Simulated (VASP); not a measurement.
# HfC in VASP: further runs

The runs below take HfC through relaxation of shape and atoms at fixed volume, single point, with PBE.

Everything below comes from runs of VASP 6.6.1. Logs are shortened: lines on timing, memory, paths and dates and some standing lists are left out, and cuts for length are marked.

### Step 1. The cell of the first run

The structure is hexagonal, space group P6_3mc (No. 186). The conventional cell has a = 3.905 Å, b = 3.905 Å, c = 4.698 Å, α = 90.00°, β = 90.00°, γ = 120.00°. Within 3.0 Å of Hf (site symmetry 3m) lie 5 C at 2.25 to 2.39 Å. C (site symmetry 3m) has 5 Hf at 2.25 to 2.39 Å within 3.0 Å.

### Step 2. Relaxation of shape and atoms at fixed volume, PBE (volume scaled by 1.040)

Contents of INCAR:

```
SYSTEM = HfC
PREC     = Accurate       ! precision mode
ENCUT    = 600            ! plane-wave cutoff, eV
EDIFF    = 1E-7           ! SCF threshold, eV
ISMEAR   = 0              ! smearing method
SIGMA    = 0.05           ! smearing width, eV
LREAL    = .False.        ! projectors in reciprocal space
LASPH    = .True.         ! aspherical terms in the spheres
NELM     = 100            ! most SCF steps
ALGO     = Normal         ! electronic algorithm
ISIF     = 4              ! what is computed and relaxed
LWAVE    = .False.        ! write WAVECAR
LCHARG   = .False.        ! write CHGCAR
GGA      = PE             ! functional
IBRION   = 2              ! ionic algorithm
NSW      = 60             ! ionic steps
EDIFFG   = -0.01          ! ionic threshold
```

Contents of KPOINTS:

```
regular mesh
0
Gamma
  12 12 6
  0 0 0
```

Contents of POSCAR:

```
HfC
1.0
    3.9045975688      0.0000000000      0.0000000000
   -1.9522987844      3.3814806862      0.0000000000
    0.0000000000      0.0000000000      4.6982303532
Hf C
2 2
Direct
    0.6666666667      0.3333333333      0.0670363439
    0.3333333333      0.6666666667      0.5670363439
    0.6666666667      0.3333333333      0.5581636561
    0.3333333333      0.6666666667      0.0581636561
```

Potentials or basis: VASP PAW PBE potentials, release 64 (Hf_pv, C).

Launch:

```sh
$ cat potpaw_PBE.64/Hf_pv/POTCAR potpaw_PBE.64/C/POTCAR > POTCAR
$ mpirun -np 1 vasp_std > vasp.out
```

OUTCAR:

```text
SYSTEM = HfC
   PREC = Accurate
   ENCUT = 600
   EDIFF = 1E-7
   ISMEAR = 0
   LREAL = .False.
   LASPH = .True.
   NELM = 100
   ISIF = 4
   GGA = PE
   IBRION = 2
   NSW = 60
   EDIFFG = -0.01

 ion  position               nearest neighbor table
   1  0.667  0.333  0.067-   4 2.25   4 2.25   4 2.25   3 2.31   3 2.39   2 3.26   2 3.26   2 3.26
                             2 3.26   2 3.26   2 3.26
   2  0.333  0.667  0.567-   3 2.25   3 2.25   3 2.25   4 2.31   4 2.39   1 3.26   1 3.26   1 3.26
                             1 3.26   1 3.26   1 3.26
   3  0.667  0.333  0.558-   2 2.25   2 2.25   2 2.25   1 2.31   1 2.39
   4  0.333  0.667  0.058-   1 2.25   1 2.25   1 2.25   2 2.31   2 2.39

  LATTYP: Found a hexagonal cell.
 ALAT       =     3.9045975688
 C/A-ratio  =     1.2032559746

  Lattice vectors:

 A1 = (   3.9045975688,   0.0000000000,   0.0000000000)
 A2 = (  -1.9522987844,   3.3814806862,   0.0000000000)
 A3 = (   0.0000000000,   0.0000000000,   4.6982303532)

Analysis of symmetry for initial positions (statically):
=====================================================================
 Subroutine PRICEL returns:
 Original cell was already a primitive cell.

 Routine SETGRP: Setting up the symmetry group for a
 hexagonal supercell.

 Subroutine GETGRP returns: Found 12 space group operations
 (whereof  6 operations were pure point group operations)
 out of a pool of 24 trial point group operations.

The static configuration has the point symmetry C_3v.
 The point group associated with its full space group is C_6v.

Analysis of symmetry for dynamics (positions and initial velocities):
=====================================================================
 Subroutine PRICEL returns:
 Original cell was already a primitive cell.

 Routine SETGRP: Setting up the symmetry group for a
 hexagonal supercell.

 Subroutine GETGRP returns: Found 12 space group operations
 (whereof  6 operations were pure point group operations)
 out of a pool of 24 trial point group operations.

The dynamic configuration has the point symmetry C_3v.
 The point group associated with its full space group is C_6v.

 Subroutine INISYM returns: Found 12 space group operations
 (whereof  6 operations are pure point group operations),
 and found     1 'primitive' translations

----------------------------------------------------------------------------------------

                                     Primitive cell

  volume of cell :      62.0322

  direct lattice vectors                    reciprocal lattice vectors
     3.904597569  0.000000000  0.000000000     0.256108340  0.147864219  0.000000000
    -1.952298784  3.381480686  0.000000000     0.000000000  0.295728438  0.000000000
     0.000000000  0.000000000  4.698230353     0.000000000  0.000000000  0.212846098

  length of vectors
     3.904597569  3.904597569  4.698230353     0.295728438  0.295728438  0.212846098

  position of ions in fractional coordinates (direct lattice)
     0.666666667  0.333333333  0.067036344
     0.333333333  0.666666667  0.567036344
     0.666666667  0.333333333  0.558163656
     0.333333333  0.666666667  0.058163656

  ion indices of the primitive-cell ions
   primitive index   ion index
                 1           1
                 2           2
                 3           3
                 4           4

----------------------------------------------------------------------------------------

 KPOINTS: regular mesh

Automatic generation of k-mesh.
 Grid dimensions read from file:
 generate k-points for:   12   12    6

 Generating k-lattice:

  Cartesian coordinates                     Fractional coordinates (reciprocal lattice)
     0.021342362  0.012322018  0.000000000     0.083333333  0.000000000  0.000000000
     0.000000000  0.024644036  0.000000000     0.000000000  0.083333333  0.000000000
     0.000000000  0.000000000  0.035474350     0.000000000  0.000000000  0.166666667

  Length of vectors
     0.024644036  0.024644036  0.035474350

  Shift w.r.t. Gamma in fractional coordinates (k-lattice)
[... 43 lines left out ...]
 -----------------------------------------------------------------------------
  energy-cutoff  :      600.00
  volume of cell :       62.03
      direct lattice vectors                 reciprocal lattice vectors
     3.904597569  0.000000000  0.000000000     0.256108340  0.147864219  0.000000000
    -1.952298784  3.381480686  0.000000000     0.000000000  0.295728438  0.000000000
     0.000000000  0.000000000  4.698230353     0.000000000  0.000000000  0.212846098
[... 39 lines left out ...]
 POSITION                                       TOTAL-FORCE (eV/Angst)
 -----------------------------------------------------------------------------------
      1.95464      1.12851      0.31492         0.000000      0.000000      0.000803
     -0.00000      2.25703      2.65840        -0.000000      0.000000      0.000803
      1.95464      1.12851      2.61537         0.000000     -0.000000     -0.000803
     -0.00000      2.25703      0.27189        -0.000000     -0.000000     -0.000803
 -----------------------------------------------------------------------------------
    total drift:                                0.000000      0.000000     -0.000109

  FREE ENERGIE OF THE ION-ELECTRON SYSTEM (eV)
  ---------------------------------------------------
  free  energy   TOTEN  =       -40.9604414502 eV

  energy  without entropy=      -40.9597863692  energy(sigma->0) =      -40.96011391

--------------------------------------- Ionic step        3  -------------------------------------------

 number of electron      27.9999999 magnetization

 Free energy of the ion-electron system (eV)
  ---------------------------------------------------
  ext. energy  EPLUGINS =         0.00000000
  ---------------------------------------------------
  free energy    TOTEN  =       -40.96048915 eV

  energy without entropy =      -40.95984500  energy(sigma->0) =      -40.96016707

 E-fermi :   4.1848     XC(G=0): -10.9925

 val. band max:        4.1810729173   @ k =   0.3333   0.1667   0.0000
 cond. band min:       4.2325334519   @ k =   0.2500   0.1667   0.0000
 fundamental gap:      0.0514605345
 Fermi energy:         4.1848481688

 k-point     1 :       0.0000    0.0000    0.0000
  band No.  band energies     occupation
      1     -26.0512      2.00000
      2     -25.9475      2.00000
      3     -25.9475      2.00000
      4     -25.7710      2.00000
      5     -25.7710      2.00000
      6     -25.5516      2.00000
[... 10 lines left out ...]
     17       6.5534      0.00000
     18       8.8610      0.00000
[... 463 lines left out ...]
 k-point    24 :       0.3333   -0.0000    0.1667
  band No.  band energies     occupation
      1     -26.0590      2.00000
      2     -25.9768      2.00000
      3     -25.9188      2.00000
      4     -25.8561      2.00000
      5     -25.7798      2.00000
      6     -25.6363      2.00000
[... 10 lines left out ...]
     17       7.5213      0.00000
     18       9.1234      0.00000

 [... further k-points ...]
[... 5 lines left out ...]
  --------------------------------------------------------------------------------------
  -------------------------------------------------------------------------------------
  Total       -2.8089777     -2.8089777     -2.7953900     -0.0000000      0.0000000      0.0000000
  in kB      -72.5506612    -72.5506612    -72.1997153     -0.0000000      0.0000000      0.0000000
  external PRESSURE =     -72.4336792 kB  Pullay stress =       0.0000000 kB

 VOLUME and BASIS-vectors are now :
 -----------------------------------------------------------------------------
  energy-cutoff  :      600.00
  volume of cell :       62.03
      direct lattice vectors                 reciprocal lattice vectors
     3.907901710  0.000000000  0.000000000     0.255891799  0.147739199 -0.000000000
    -1.953950855  3.384342156  0.000000000     0.000000000  0.295478398 -0.000000000
     0.000000000  0.000000000  4.690288980     0.000000000  0.000000000  0.213206479

 POSITION                                       TOTAL-FORCE (eV/Angst)
 -----------------------------------------------------------------------------------
      1.95395      1.12811      0.31493        -0.000000      0.000000      0.005045
     -0.00000      2.25623      2.66007         0.000000      0.000000      0.005045
      1.95395      1.12811      2.61744         0.000000     -0.000000     -0.005045
     -0.00000      2.25623      0.27229        -0.000000     -0.000000     -0.005045
 -----------------------------------------------------------------------------------
    total drift:                                0.000000      0.000000      0.000127

  FREE ENERGIE OF THE ION-ELECTRON SYSTEM (eV)
  ---------------------------------------------------
  free  energy   TOTEN  =       -40.9604891476 eV

  energy  without entropy=      -40.9598449954  energy(sigma->0) =      -40.96016707

 reached required accuracy - stopping structural energy minimisation
```

It took 4.4 min on 1 thread of Intel Xeon Platinum 8375C at 2.90GHz (Ice Lake), shared host; peak memory 0.27 GiB.

What came out:

| Property | Result |
| --- | --- |
| Free energy | -40.9605 eV |
| Energy gained by relaxing | 0.1 meV/atom |
| Ionic steps | 3 |
| Pressure after relaxing | -7.2 GPa |
| Largest force after relaxing | 0.005 eV/Å |
| Band gap on the k mesh | zero (band 14 reaches 5.36 eV, above the bottom of band 15 at 4.12 eV) |

Forces in eV/Å, atoms in the order of the input:
```
Hf   0.000  0.000  0.005
Hf   0.000  0.000  0.005
C    0.000  0.000 -0.005
C    0.000  0.000 -0.005
```

The path:
```tsv
step	energy change (eV)	largest force (eV/Å)	pressure (GPa)	volume (Å³)
1	0.0000	0.0151	-7.31	62.03
2	-0.0002	0.0008	-7.21	62.03
3	-0.0003	0.0050	-7.24	62.03
```

Final structure:
```
Hf C
1.0
     3.90790    0.00000    0.00000
    -1.95395    3.38434    0.00000
     0.00000    0.00000    4.69029
Hf C
2 2
Direct
  0.66667 0.33333 0.06715
  0.33333 0.66667 0.56715
  0.66667 0.33333 0.55805
  0.33333 0.66667 0.05805
```

Caveat: the cell differs from its parent crystal (volume scaled by 1.040); spin-orbit coupling is left out, which moves the levels of the heavy elements.

### Step 3. Single point, PBE (atom 1 (Hf) moved 0.05 Å along x)

Contents of INCAR:

```
PREC = Accurate
ENCUT = 520
EDIFF = 1E-7
ISMEAR = 0
SIGMA = 0.05
LREAL = F
LASPH = T
NELM = 80
ALGO = Normal
ISIF = 2
LWAVE = F
LCHARG = T
GGA = PE
LELF = T
LVHAR = T
NBANDS = 22
```

Contents of KPOINTS:

```
regular mesh
0
Gamma
  12 12 6
```

Contents of POSCAR:

```
HfC
1.0
    3.8514406728      0.0000000000      0.0000000000
   -1.9257203364      3.3354454638      0.0000000000
    0.0000000000      0.0000000000      4.6430899925
Hf C
2 2
Direct
    0.6796488217      0.3333333333      0.0665890361
    0.3333333333      0.6666666667      0.5665890361
    0.6666666667      0.3333333333      0.5586109639
    0.3333333333      0.6666666667      0.0586109639
```

Potentials or basis: VASP PAW PBE potentials, release 64 (Hf_pv, C).

Launch:

```sh
$ cat potpaw_PBE.64/Hf_pv/POTCAR potpaw_PBE.64/C/POTCAR > POTCAR
$ mpirun -np 1 vasp_std > vasp.out
```

Wall time 16 min (1 thread of Intel Xeon Platinum 8375C at 2.90GHz (Ice Lake), shared host); peak memory 0.57 GiB.

Results (log left out):

```yaml
Free_energy: -40.9968 eV
Pressure: -0.4 GPa
Largest_force: 0.809 eV/Å
Band_gap_on_the_k_mesh: zero (band 14 reaches 5.52 eV, above the bottom of band 15 at 4.33 eV)
```

Forces in eV/Å, atoms in the order of the input:
```
Hf  -0.808 -0.038  0.000
Hf   0.177  0.007  0.000
C    0.173  0.000  0.000
C    0.458  0.031  0.000
```

Stress tensor (GPa, compression positive):
```
-0.31  1.65 -0.04
 1.65 -0.35  0.00
-0.04  0.00 -0.47
```

Levels at points of the mesh, in eV from the Fermi level:
| k point | band 12 | band 13 | band 14 | band 15 | band 16 | band 17 |
| --- | --- | --- | --- | --- | --- | --- |
| (0.00, 0.00, 0.00) | -2.45 | -1.87 | 1.13 | 1.33 | 1.54 | 2.49 |
| (0.50, 0.00, 0.00) | -1.66 | -1.27 | -0.19 | 0.42 | 1.77 | 3.12 |
| (0.00, 0.50, 0.00) | -1.59 | -1.28 | -0.26 | 0.38 | 1.85 | 3.12 |
| (0.50, 0.50, 0.00) | -1.50 | -1.28 | -0.32 | 0.33 | 1.90 | 3.14 |
| (0.00, 0.00, 0.50) | -3.03 | -3.00 | -2.98 | 4.18 | 4.20 | 4.40 |
| (0.50, 0.00, 0.50) | -2.26 | -1.53 | -1.49 | 2.23 | 2.43 | 3.71 |
| (0.00, 0.50, 0.50) | -2.26 | -1.55 | -1.53 | 2.42 | 2.44 | 3.74 |
| (0.50, 0.50, 0.50) | -2.26 | -1.58 | -1.54 | 2.42 | 2.63 | 3.71 |

Caveat: the cell differs from its parent crystal (atom 1 (Hf) moved 0.05 Å along x); spin-orbit coupling is left out, which moves the levels of the heavy elements.

### Step 4. Single point, PBE (atom 3 (C) moved 0.02 Å along z)

Contents of INCAR:

```
ALGO = Normal
EDIFF = 1E-6
ENCUT = 520
GGA = PE
ISIF = 2
ISMEAR = 0
LASPH = True
LCHARG = False
LREAL = False
LWAVE = False
NBANDS = 22
NELM = 100
PREC = Accurate
SIGMA = 0.05
```

Contents of KPOINTS:

```
k-points
0
Gamma
  12 12 6
```

Contents of POSCAR:

```
HfC
1.0
    3.8514406728      0.0000000000      0.0000000000
   -1.9257203364      3.3354454638      0.0000000000
    0.0000000000      0.0000000000      4.6430899925
Hf C
2 2
Direct
    0.6666666667      0.3333333333      0.0665890361
    0.3333333333      0.6666666667      0.5665890361
    0.6666666667      0.3333333333      0.5629184402
    0.3333333333      0.6666666667      0.0586109639
```

Launch:

```sh
$ cat potpaw_PBE.64/Hf_pv/POTCAR potpaw_PBE.64/C/POTCAR > POTCAR
$ mpirun -np 1 vasp_std > vasp.out
```

It took 5.2 min on 1 thread of AMD EPYC, shared host; peak memory 0.22 GiB.

Results (log left out):

```yaml
Free_energy: -41.0156 eV
Pressure: -0.5 GPa
Largest_force: 0.134 eV/Å
Band_gap_on_the_k_mesh: zero (band 14 reaches 5.67 eV, above the bottom of band 15 at 4.30 eV)
```

Forces on the atoms (eV/Å):
```
Hf   0.000  0.000  0.000
Hf   0.000  0.000  0.021
C    0.000  0.000 -0.134
C    0.000  0.000  0.113
```

Stress tensor (GPa, compression positive):
```
-0.45  0.00  0.00
 0.00 -0.45  0.00
 0.00  0.00 -0.70
```

Levels at points of the mesh, in eV from the Fermi level:
```csv
k point,band 11,band 12,band 13,band 14,band 15,band 16,band 17,band 18
"(0.00, 0.00, 0.00)",-2.48,-2.48,-1.84,1.31,1.40,1.40,2.51,4.90
"(0.50, 0.00, 0.00)",-1.80,-1.56,-1.24,-0.19,0.37,1.86,3.18,3.97
"(0.00, 0.00, 0.50)",-3.00,-3.00,-2.98,-2.98,4.26,4.26,4.48,4.48
"(0.50, 0.00, 0.50)",-2.24,-2.23,-1.53,-1.48,2.45,2.47,3.76,3.79
```

Caveat: the cell differs from its parent crystal (atom 3 (C) moved 0.02 Å along z); spin-orbit coupling is left out, which moves the levels of the heavy elements.

### Step 5. Single point, PBE (volume scaled by 0.945)

Contents of INCAR:

```
PREC = Accurate
ENCUT = 520
EDIFF = 1E-6
ISMEAR = 0
SIGMA = 0.05
LREAL = False
LASPH = True
NELM = 80
ALGO = Normal
ISIF = 2
LWAVE = False
LCHARG = False
GGA = PE
NBANDS = 22
```

Contents of KPOINTS:

```
Automatic mesh
0
Gamma
  12 12 6
```

Contents of POSCAR:

```
HfC
1.0
    3.7722067095      0.0000000000      0.0000000000
   -1.8861033548      3.2668268387      0.0000000000
    0.0000000000      0.0000000000      4.5739811260
Hf C
2 2
Direct
    0.6666666667      0.3333333333      0.0663595880
    0.3333333333      0.6666666667      0.5663595880
    0.6666666667      0.3333333333      0.5588404120
    0.3333333333      0.6666666667      0.0588404120
```

Launch:

```sh
$ cat potpaw_PBE.64/Hf_pv/POTCAR potpaw_PBE.64/C/POTCAR > POTCAR
$ mpirun -np 1 vasp_std > vasp.out
```

Wall time 4.2 min (1 thread of AMD EPYC, shared host); peak memory 0.2 GiB.

It converged, with:

| Property | Result |
| --- | --- |
| Free energy | -40.9127 eV |
| Pressure | 11.1 GPa |
| Largest force | 0.011 eV/Å |
| Band gap on the k mesh | zero (band 14 reaches 6.07 eV, above the bottom of band 15 at 4.71 eV) |

Forces on the atoms (eV/Å):
```
Hf   0.000  0.000 -0.011
Hf   0.000  0.000 -0.011
C    0.000  0.000  0.011
C    0.000  0.000  0.011
```

Levels at points of the mesh, in eV from the Fermi level:
```tsv
k point	band 11	band 12	band 13	band 14	band 15	band 16	band 17	band 18
(0.00, 0.00, 0.00)	-2.59	-2.59	-1.78	1.33	1.45	1.45	2.65	5.18
(0.50, 0.00, 0.00)	-1.83	-1.57	-1.18	-0.23	0.37	1.97	3.28	4.21
(0.00, 0.00, 0.50)	-3.16	-3.16	-3.16	-3.16	4.52	4.52	4.73	4.73
(0.50, 0.00, 0.50)	-2.35	-2.35	-1.51	-1.51	2.58	2.58	3.96	3.96
```

Caveat: the cell differs from its parent crystal (volume scaled by 0.945); spin-orbit coupling is left out, which moves the levels of the heavy elements.

### Step 6. Single point, PBE (volume scaled by 0.960)

Contents of INCAR:

```
  PREC = Accurate
  ENCUT = 520
  EDIFF = 1E-6
  ISMEAR = 0
  SIGMA = 0.05
  LREAL = F
  LASPH = T
  NELM = 80
  ALGO = Normal
  ISIF = 2
  LWAVE = F
  LCHARG = T
  GGA = PE
  LELF = T
  LVHAR = T
  NBANDS = 22
```

Contents of KPOINTS:

```
regular mesh
0
Gamma
  12 12 6
```

Contents of POSCAR:

```
HfC
1.0
    3.7939389645      0.0000000000      0.0000000000
   -1.8969694823      3.2856475236      0.0000000000
    0.0000000000      0.0000000000      4.5935037945
Hf C
2 2
Direct
    0.6666666667      0.3333333333      0.0664481186
    0.3333333333      0.6666666667      0.5664481186
    0.6666666667      0.3333333333      0.5587518814
    0.3333333333      0.6666666667      0.0587518814
```

Potentials or basis: VASP PAW PBE potentials, release 64 (Hf_pv, C).

Launch:

```sh
$ cat potpaw_PBE.64/Hf_pv/POTCAR potpaw_PBE.64/C/POTCAR > POTCAR
$ mpirun -np 1 vasp_std > vasp.out
```

Run time: 4 min. Hardware: 1 thread of AMD EPYC, shared host; peak memory 0.2 GiB.

Results (log left out):

* Free energy: -40.9653 eV
* Pressure: 7.6 GPa
* Largest force: 0.010 eV/Å
* Band gap on the k mesh: zero (band 14 reaches 5.95 eV, above the bottom of band 15 at 4.61 eV)

Forces on the atoms (eV/Å):
```
Hf   0.000  0.000 -0.010
Hf   0.000  0.000 -0.010
C    0.000  0.000  0.010
C    0.000  0.000  0.010
```

Levels at points of the mesh, in eV from the Fermi level:
```csv
k point,band 12,band 13,band 14,band 15,band 16,band 17
"(0.00, 0.00, 0.00)",-2.56,-1.81,1.31,1.43,1.43,2.61
"(0.50, 0.00, 0.00)",-1.58,-1.21,-0.24,0.38,1.93,3.24
"(0.00, 0.00, 0.50)",-3.12,-3.12,-3.12,4.44,4.44,4.65
"(0.50, 0.00, 0.50)",-2.33,-1.52,-1.52,2.54,2.54,3.90
```

Caveat: the cell differs from its parent crystal (volume scaled by 0.960); spin-orbit coupling is left out, which moves the levels of the heavy elements.

### Step 7. The runs side by side

```csv
task,cell,cutoff (eV),gap on the mesh (eV),pressure (GPa),largest force (eV/Å)
relaxation of shape and atoms at fixed volume,"relaxed from a = 3.905, b = 3.905, c = 4.698 Å, angles 90.0, 90.0, 120.0°, 4 atoms",600,none,-7.2,0.01
single point,"a = 3.851, b = 3.851, c = 4.643 Å, angles 90.0, 90.0, 120.0°, 4 atoms",520,none,-0.5,0.13
single point,"a = 3.772, b = 3.772, c = 4.574 Å, angles 90.0, 90.0, 120.0°, 4 atoms",520,none,11.1,0.01
single point,"a = 3.794, b = 3.794, c = 4.594 Å, angles 90.0, 90.0, 120.0°, 4 atoms",520,none,7.6,0.01
```

Some of these runs hold the atoms at other places in the same cell, which the table doesn't show; runs alike in all that it shows share one row.

Alike in all rows: level PBE; potentials or basis VASP PAW PBE potentials, release 64 (Hf_pv, C); no spin polarisation; k mesh 12 × 12 × 6; smearing gaussian 0.05 eV.

Caveats: spin-orbit coupling is left out, which moves the levels of the heavy elements.

Total energies depend on the potentials used, so only differences within one code and one set of settings carry meaning.
